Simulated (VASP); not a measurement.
Input of a VASP 6.6.1 run:

INCAR

```
ALGO     = Normal         # electronic algorithm
EDIFF    = 1E-6           # SCF threshold, eV
ENCUT    = 520            # plane-wave cutoff, eV
GGA      = PE             # functional
ISIF     = 2              # what is computed and relaxed
ISMEAR   = 0              # smearing method
ISPIN    = 2              # spin polarisation
LASPH    = T              # aspherical terms in the spheres
LCHARG   = F              # write CHGCAR
LMAXMIX  = 4              # l up to which the mixer works
LORBIT   = 11             # projections on sites
LREAL    = F              # projectors in reciprocal space
LWAVE    = F              # write WAVECAR
MAGMOM   = 0 1 0          # initial moments
NBANDS   = 25             # bands
NELM     = 150            # most SCF steps
PREC     = Accurate       # precision mode
SIGMA    = 0.1            # smearing width, eV
```

The input KPOINTS:

```
k-points
0
Gamma
  6 6 6
```

The input POSCAR:

```
SrTiO
1.0
    3.6634472800      0.0000000000      0.0000000000
    0.0000000000      3.6634472800      0.0000000000
    0.0000000000      0.0000000000      3.7387719200
Sr Ti O
1 1 1
Direct
    0.5000000000      0.5000000000      0.0000000000
    0.0000000000      0.0000000000      0.0000000000
    0.5000000000      0.5000000000      0.5000000000
```

Potentials or basis: VASP PAW PBE potentials, release 64 (Sr_sv, Ti_sv, O).

The run is started by

```sh
$ cat potpaw_PBE.64/Sr_sv/POTCAR potpaw_PBE.64/Ti_sv/POTCAR potpaw_PBE.64/O/POTCAR > POTCAR
$ mpirun -np 1 vasp_std > vasp.out
```

What does it give for the pressure?

52.5 GPa.

Predict the site moments.

Sr +0.21; Ti +1.91; O -0.00 μB.

Predict the net moment.

2.85 μB per cell.

Stress tensor (GPa, compression positive):
```
32.68  0.00  0.00
 0.00 32.68  0.00
 0.00  0.00 92.14
```

Caveat: the stress differs along the axes, from 33 to 92 GPa.
